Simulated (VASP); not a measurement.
# Ir (P4/mmm) in VASP: a series of runs

Runs on Ir. Level: PBE. Tasks: single point, relaxation of cell and atoms.

Program: VASP 6.6.1. These are calculated values, not measurements. Logs are shortened: lines on timing, memory, paths and dates and some standing lists are left out, and cuts for length are marked.

### 1 The cell of the first run

Symmetry: P4/mmm, No. 123, tetragonal system. Conventional cell: a = 2.424 Å, b = 2.424 Å, c = 2.774 Å, α = 90.00°, β = 90.00°, γ = 90.00°. Ir (site symmetry 4/mmm) has 6 Ir at 2.42 to 2.77 Å within 3.2 Å.

### 2 Single point, PBE

Input file INCAR:

```
PREC = Accurate ; ENCUT = 500
EDIFF = 1E-6 ; ISMEAR = 0
SIGMA = 0.1 ; LREAL = F
LASPH = T ; NELM = 120
ALGO = Normal ; ISIF = 2
LWAVE = F ; LCHARG = F
GGA = PE ; NBANDS = 10
GGA_COMPAT = F
```

Input file KPOINTS:

```
Automatic mesh
0
Gamma
  8 8 6
```

Input file POSCAR:

```
Ir
1.0
    2.4236774500      0.0000000000      0.0000000000
    0.0000000000      2.4236774500      0.0000000000
    0.0000000000      0.0000000000      2.7743020800
Ir
1
Direct
    0.5000000000      0.5000000000      0.0000000000
```

Potentials or basis: VASP PAW PBE potentials, release 64 (Ir).

The run is started by

```
cat potpaw_PBE.64/Ir/POTCAR > POTCAR
mpirun -np 1 vasp_std > vasp.out
```

OUTCAR:

```text
PREC = Accurate
   ENCUT = 500
   EDIFF = 1E-6
   ISMEAR = 0
   LREAL = F
   LASPH = T
   NELM = 120
   ISIF = 2
   GGA = PE

 ion  position               nearest neighbor table
   1  0.500  0.500  0.000-

  LATTYP: Found a simple tetragonal cell.
 ALAT       =     2.4236774500
 C/A-ratio  =     1.1446663746

  Lattice vectors:

 A1 = (   2.4236774500,   0.0000000000,   0.0000000000)
 A2 = (   0.0000000000,   2.4236774500,   0.0000000000)
 A3 = (   0.0000000000,   0.0000000000,   2.7743020800)

Analysis of symmetry for initial positions (statically):
=====================================================================
 Subroutine PRICEL returns:
 Original cell was already a primitive cell.

 Routine SETGRP: Setting up the symmetry group for a
 simple tetragonal supercell.

 Subroutine GETGRP returns: Found 16 space group operations
 (whereof 16 operations were pure point group operations)
 out of a pool of 16 trial point group operations.

The static configuration has the point symmetry D_4h.

Analysis of symmetry for dynamics (positions and initial velocities):
=====================================================================
 Subroutine PRICEL returns:
 Original cell was already a primitive cell.

 Routine SETGRP: Setting up the symmetry group for a
 simple tetragonal supercell.

 Subroutine GETGRP returns: Found 16 space group operations
 (whereof 16 operations were pure point group operations)
 out of a pool of 16 trial point group operations.

The dynamic configuration has the point symmetry D_4h.

 Subroutine INISYM returns: Found 16 space group operations
 (whereof 16 operations are pure point group operations),
 and found     1 'primitive' translations

----------------------------------------------------------------------------------------

                                     Primitive cell

  volume of cell :      16.2968

  direct lattice vectors                    reciprocal lattice vectors
     2.423677450  0.000000000  0.000000000     0.412596156  0.000000000  0.000000000
     0.000000000  2.423677450  0.000000000     0.000000000  0.412596156  0.000000000
     0.000000000  0.000000000  2.774302080     0.000000000  0.000000000  0.360451015

  length of vectors
     2.423677450  2.423677450  2.774302080     0.412596156  0.412596156  0.360451015

  position of ions in fractional coordinates (direct lattice)
     0.500000000  0.500000000  0.000000000

  ion indices of the primitive-cell ions
   primitive index   ion index
                 1           1

----------------------------------------------------------------------------------------

 KPOINTS: Automatic mesh

Automatic generation of k-mesh.
 Grid dimensions read from file:
 generate k-points for:    8    8    6

 Generating k-lattice:

  Cartesian coordinates                     Fractional coordinates (reciprocal lattice)
     0.051574520  0.000000000  0.000000000     0.125000000  0.000000000  0.000000000
     0.000000000  0.051574520  0.000000000     0.000000000  0.125000000  0.000000000
     0.000000000  0.000000000  0.060075169     0.000000000  0.000000000  0.166666667

  Length of vectors
     0.051574520  0.051574520  0.060075169

  Shift w.r.t. Gamma in fractional coordinates (k-lattice)
     0.000000000  0.000000000  0.000000000

 Subroutine IBZKPT returns following result:
 ===========================================

 Found     60 irreducible k-points:

 Following reciprocal coordinates:
            Coordinates               Weight
  0.000000  0.000000  0.000000      1.000000
  0.125000  0.000000  0.000000      4.000000
  0.250000  0.000000  0.000000      4.000000
  0.375000  0.000000  0.000000      4.000000
  0.500000  0.000000  0.000000      2.000000
  0.125000  0.125000  0.000000      4.000000
[... 16 lines left out ...]
  0.375000  0.125000  0.166667     16.000000
  0.500000  0.125000  0.166667      8.000000
 [... further k-points ...]
   k-points           NKPTS =     60   k-points in BZ     NKDIM =     60   number of bands    NBANDS=     10
   number of dos      NEDOS =    301   number of ions     NIONS =      1
   total plane-waves  NPLWV =   6480
   dimension x,y,z NGX =    18 NGY =   18 NGZ =   20
   dimension x,y,z NGXF=    36 NGYF=   36 NGZF=   40
   ions per type =               1
   NGX,Y,Z   is equivalent  to a cutoff of  12.35, 12.35, 11.98 a.u.
   NGXF,Y,Z  is equivalent  to a cutoff of  24.69, 24.69, 23.97 a.u.
 SYSTEM =  unknown system
   PREC   = accura    normal or accurate (medium, high low for compatibility)
   ISTART =      0    job   : 0-new  1-cont  2-samecut
   ICHARG =      2    charge: 1-file 2-atom 10-const
   ISPIN  =      1    spin polarized calculation?
   LNONCOLLINEAR =      F non collinear calculations
   LSORBIT =      F    spin-orbit coupling
   LASPH  =      T    aspherical Exc in radial PAW
   ENCUT  =  500.0 eV  36.75 Ry    6.06 a.u.   4.42  4.42  5.06*2*pi/ulx,y,z
   NELM   =    120;   NELMIN=  2; NELMDL= -5     # of ELM steps
   EDIFF  = 0.1E-05   stopping-criterion for ELM
   LREAL  =      F    real-space projection
   EDIFFG = 0.1E-04   stopping-criterion for IOM
   NSW    =      0    number of steps for IOM
   IBRION =     -1    ionic relax: 0-MD 1-quasi-New 2-CG
   NFREE  =      0    steps in history (QN), initial steepest desc. (CG)
   ISIF   =      2    stress and relaxation
   ISYM   =      2    0-nonsym 1-usesym 2-fastsym
   POTIM  = 0.5000    time-step for ionic-motion
   TEBEG  =    0.0;   TEEND  =   0.0 temperature during run
   PSTRESS=    0.0 pullay stress
   NELECT =       9.0000    total number of electrons
   NUPDOWN=      -1.0000    fix difference up-down
   EMIN   =  10.00;   EMAX   =-10.00  energy-range for DOS
   EFERMI =   0.00;   METHOD = LEGACY
   ISMEAR =     0;   SIGMA  =   0.10  broadening in eV -4-tet -1-fermi 0-gaus
   EFERMI_NEDOS =   21; number of points for ismear=-14 and -15
   IALGO  =     38    algorithm
   IMIX   =      4    mixing-type and parameters
     AMIX     =   0.40;   BMIX     =  1.00
     AMIX_MAG =   1.60;   BMIX_MAG =  1.00
  volume/ion in A,a.u.               =      16.30       109.98
  Fermi-wavevector in a.u.,A,eV,Ry     =   1.343140  2.538166 24.545242  1.804024
  Thomas-Fermi vector in A             =   2.471238
   LORBIT       =      0    0 simple, 1 ext, 2 COOP (PROOUT), +10 PAW based schemes
   GGA     = PE    functional components
   LHFCALC =     F    Hartree Fock is set to
   AEXX    =    0.0000 exact exchange contribution
   IVDW    =     0    specifies the selected vdW correction
   LEPSILON=     F    determine dielectric tensor
   LRPA    =     F    only Hartree local field effects (RPA)
 non-spin polarized calculation
 Gauss-broadening in eV      SIGMA  =   0.10
  energy-cutoff  :      500.00
  volume of cell :       16.30
 maximum number of plane-waves:       428
 NGX is ok and might be reduce to    18
   NGX =  9   NGY =  9   NGZ = 11

 number of electron       9.0000000 magnetization

 Free energy of the ion-electron system (eV)
  ---------------------------------------------------
  ext. energy  EPLUGINS =         0.00000000
  ---------------------------------------------------
  free energy    TOTEN  =        -7.57631470 eV

  energy without entropy =       -7.56393659  energy(sigma->0) =       -7.57012564

 E-fermi :   8.2516     XC(G=0): -12.9544

 val. band max:        8.2460335583   @ k =   0.2500   0.0000   0.3333
 cond. band min:       8.3049114020   @ k =   0.2500   0.1250   0.3333
 fundamental gap:      0.0588778437
 Fermi energy:         8.2516197030

 k-point     1 :       0.0000    0.0000    0.0000
  band No.  band energies     occupation
      1      -1.5047      2.00000
      2       1.0441      2.00000
      3       2.0429      2.00000
      4       9.1973      0.00000
      5       9.1973      0.00000
      6      10.1743      0.00000
      7      20.2323      0.00000
      8      25.9994      0.00000
      9      25.9994      0.00000
     10      28.9963      0.00000

 k-point     2 :       0.1250    0.0000    0.0000
  band No.  band energies     occupation
      1      -0.9351      2.00000
      2       1.5183      2.00000
      3       2.3489      2.00000
      4       8.3315      0.25877
      5       9.2608      0.00000
      6       9.5150      0.00000
      7      21.3920      0.00000
      8      22.8558      0.00000
      9      27.0098      0.00000
     10      28.8442      0.00000

 k-point     3 :       0.2500    0.0000    0.0000
  band No.  band energies     occupation
      1       0.2325      2.00000
      2       2.3326      2.00000
      3       3.9450      2.00000
      4       6.6928      2.00000
      5       8.1625      1.79230
      6       9.4170      0.00000
      7      18.8983      0.00000
      8      23.8479      0.00000
      9      26.4525      0.00000
     10      29.3204      0.00000

 k-point     4 :       0.3750    0.0000    0.0000
  band No.  band energies     occupation
      1       1.2398      2.00000
      2       2.9959      2.00000
      3       5.4034      2.00000
      4       6.4185      2.00000
      5       7.0325      2.00000
      6       9.5775      0.00000
      7      16.3740      0.00000
      8      24.1498      0.00000
      9      26.3149      0.00000
     10      30.5428      0.00000
[... 222 lines left out ...]
 k-point    22 :       0.2500    0.1250    0.1667
  band No.  band energies     occupation
      1       1.3984      2.00000
      2       3.1388      2.00000
      3       4.2792      2.00000
      4       6.3873      2.00000
      5       7.6144      2.00000
      6       8.2054      1.48636
      7      20.6374      0.00000
      8      21.3952      0.00000
      9      26.4141      0.00000
     10      29.4792      0.00000

 k-point    23 :       0.3750    0.1250    0.1667
  band No.  band energies     occupation
      1       2.3483      2.00000
      2       3.5725      2.00000
      3       4.7725      2.00000
      4       5.5267      2.00000
      5       8.4000      0.03585
      6       8.8050      0.00000
      7      17.4302      0.00000
      8      23.0360      0.00000
      9      26.4534      0.00000
     10      28.9660      0.00000

 k-point    24 :       0.5000    0.1250    0.1667
  band No.  band energies     occupation
      1       2.8522      2.00000
      2       3.5469      2.00000
      3       4.5431      2.00000
      4       5.1017      2.00000
      5       8.5232      0.00012
      6      10.7388      0.00000
      7      15.7984      0.00000
      8      23.8855      0.00000
      9      26.1037      0.00000
     10      28.0029      0.00000

 [... further k-points ...]
[... 5 lines left out ...]
  --------------------------------------------------------------------------------------
  -------------------------------------------------------------------------------------
  Total        3.9099678      3.9099678     -1.3301499      0.0000000      0.0000000      0.0000000
  in kB      384.3973399    384.3973399   -130.7699002      0.0000000      0.0000000      0.0000000
  external PRESSURE =     212.6749265 kB  Pullay stress =       0.0000000 kB

 VOLUME and BASIS-vectors are now :
 -----------------------------------------------------------------------------
  energy-cutoff  :      500.00
  volume of cell :       16.30
      direct lattice vectors                 reciprocal lattice vectors
     2.423677450  0.000000000  0.000000000     0.412596156  0.000000000  0.000000000
     0.000000000  2.423677450  0.000000000     0.000000000  0.412596156  0.000000000
     0.000000000  0.000000000  2.774302080     0.000000000  0.000000000  0.360451015

 POSITION                                       TOTAL-FORCE (eV/Angst)
 -----------------------------------------------------------------------------------
      1.21184      1.21184      0.00000         0.000000      0.000000      0.000000
 -----------------------------------------------------------------------------------
    total drift:                                0.000000      0.000000      0.000000

  FREE ENERGIE OF THE ION-ELECTRON SYSTEM (eV)
  ---------------------------------------------------
  free  energy   TOTEN  =        -7.5763147016 eV

  energy  without entropy=       -7.5639365861  energy(sigma->0) =       -7.57012564
```

It took 3.8 s on 1 thread of AMD EPYC 9R45 (Zen 5), shared host; peak memory 0.1 GiB.

What came out:

```
Free energy : -7.5763 eV
Pressure    : 21.3 GPa
```

Stress tensor (GPa, compression positive):
```
 38.44   0.00   0.00
  0.00  38.44   0.00
  0.00   0.00 -13.08
```

Caveat: the k points lie up to 0.38 Å⁻¹ apart; spin-orbit coupling is left out, which moves the levels of the heavy elements.

### 3 Relaxation of cell and atoms, PBE

Input file INCAR:

```
PREC     = Accurate       # precision mode
ENCUT    = 500            # plane-wave cutoff, eV
EDIFF    = 1E-7           # SCF threshold, eV
ISMEAR   = 0              # smearing method
SIGMA    = 0.1            # smearing width, eV
LREAL    = F              # projectors in reciprocal space
LASPH    = T              # aspherical terms in the spheres
NELM     = 120            # most SCF steps
ALGO     = Normal         # electronic algorithm
ISIF     = 3              # what is computed and relaxed
LWAVE    = F              # write WAVECAR
LCHARG   = F              # write CHGCAR
GGA      = PE             # functional
IBRION   = 2              # ionic algorithm
NSW      = 90             # ionic steps
EDIFFG   = -0.04          # ionic threshold
GGA_COMPAT= F            
NELMIN   = 4
```

Input file KPOINTS:

```
regular mesh
0
Gamma
  8 8 6
```

POSCAR is that of step 2.

Potentials or basis: VASP PAW PBE potentials, release 64 (Ir).

The run is started by

```
cat potpaw_PBE.64/Ir/POTCAR > POTCAR
mpirun -np 1 vasp_std > vasp.out
```

OUTCAR:

```text
PREC = Accurate
   ENCUT = 500
   EDIFF = 1E-7
   ISMEAR = 0
   LREAL = F
   LASPH = T
   NELM = 120
   ISIF = 3
   GGA = PE
   IBRION = 2
   NSW = 90
   EDIFFG = -0.04
   NELMIN = 4

 ion  position               nearest neighbor table
   1  0.500  0.500  0.000-

  LATTYP: Found a simple tetragonal cell.
 ALAT       =     2.4236774500
 C/A-ratio  =     1.1446663746

  Lattice vectors:

 A1 = (   2.4236774500,   0.0000000000,   0.0000000000)
 A2 = (   0.0000000000,   2.4236774500,   0.0000000000)
 A3 = (   0.0000000000,   0.0000000000,   2.7743020800)

Analysis of symmetry for initial positions (statically):
=====================================================================
 Subroutine PRICEL returns:
[... 422 lines left out ...]
  free energy    TOTEN  =        -7.80888058 eV

  energy without entropy =       -7.80011514  energy(sigma->0) =       -7.80449786

 E-fermi :   7.5073     XC(G=0): -12.7320

 val. band max:        7.4304690427   @ k =   0.1250   0.1250   0.1667
 cond. band min:       7.5277787097   @ k =   0.2500   0.0000   0.3333
 fundamental gap:      0.0973096670
 Fermi energy:         7.5073032209

 k-point     1 :       0.0000    0.0000    0.0000
  band No.  band energies     occupation
      1      -1.6778      2.00000
      2       1.3488      2.00000
      3       1.5929      2.00000
      4       8.6167      0.00000
      5       8.6167      0.00000
      6       8.8251      0.00000
      7      22.1161      0.00000
      8      23.3987      0.00000
[... 243 lines left out ...]
 k-point    24 :       0.5000    0.1250    0.1667
  band No.  band energies     occupation
      1       2.6331      2.00000
      2       3.5101      2.00000
      3       3.5411      2.00000
      4       5.0525      2.00000
      5       7.7721      0.00018
      6       9.9715      0.00000
      7      13.6504      0.00000
      8      24.3713      0.00000

 [... further k-points ...]
[... 5 lines left out ...]
  --------------------------------------------------------------------------------------
  -------------------------------------------------------------------------------------
  Total        0.0017328      0.0017328      0.0168856      0.0000000      0.0000000     -0.0000000
  in kB        0.1630342      0.1630342      1.5887046      0.0000000      0.0000000     -0.0000000
  external PRESSURE =       0.6382577 kB  Pullay stress =       0.0000000 kB
[... 16 lines left out ...]
  FREE ENERGIE OF THE ION-ELECTRON SYSTEM (eV)
  ---------------------------------------------------
  free  energy   TOTEN  =        -7.8088805841 eV

  energy  without entropy=       -7.8001151396  energy(sigma->0) =       -7.80449786

 reached required accuracy - stopping structural energy minimisation
```

CONTCAR:

```text
Ir
   1.00000000000000
     2.5472164791483349   -0.0000000000000000    0.0000000000000000
     0.0000000000000000    2.5472164791483349    0.0000000000000000
    -0.0000000000000000   -0.0000000000000000    2.6245323793033384
  Ir
     1
Direct
     0.5000000000000000    0.5000000000000000    0.0000000000000000

  0.00000000E+00  0.00000000E+00  0.00000000E+00
```

Wall time 20 s (1 thread of AMD EPYC 9R45 (Zen 5), shared host); peak memory 0.1 GiB.

Results:

```
Free energy                            : -7.8089 eV
Relaxed volume                         : 17.03 Å³/atom
Relaxed cell                           : a = 2.547 Å, b = 2.547 Å, c = 2.625 Å, α = 90.00°, β = 90.00°, γ = 90.00°
Space group after relaxing (to 0.05 Å) : P4/mmm (No. 123)
Energy gained by relaxing              : 232.6 meV/atom
Ionic steps                            : 8
Pressure after relaxing                : 0.1 GPa
```

The path:
| step | energy change (eV) | largest force (eV/Å) | pressure (GPa) | volume (Å³) |
| --- | --- | --- | --- | --- |
| 1 | 0.0000 | 0.0000 | 21.27 | 16.30 |
| 2 | 0.4346 | 0.0000 | -27.99 | 21.55 |
| 3 | -0.1937 | 0.0000 | -9.72 | 17.89 |
| 4 | -0.1960 | 0.0000 | -7.76 | 17.74 |
| 5 | -0.1738 | 0.0000 | 9.68 | 16.46 |
| 6 | -0.2314 | 0.0000 | -1.84 | 17.16 |
| 7 | -0.2294 | 0.0000 | 3.33 | 16.82 |
| 8 | -0.2326 | 0.0000 | 0.06 | 17.03 |

Final structure:
```cif
data_structure
_symmetry_space_group_name_H-M 'P 1'
_symmetry_Int_Tables_number 1
_cell_length_a 2.5472
_cell_length_b 2.5472
_cell_length_c 2.6245
_cell_angle_alpha 90.000
_cell_angle_beta 90.000
_cell_angle_gamma 90.000
_cell_volume 17.03
loop_
_atom_site_label
_atom_site_type_symbol
_atom_site_fract_x
_atom_site_fract_y
_atom_site_fract_z
_atom_site_occupancy
Ir1 Ir 0.50000 0.50000 0.00000 1
```

Caveat: the k points lie up to 0.40 Å⁻¹ apart in the final cell; spin-orbit coupling is left out, which moves the levels of the heavy elements.
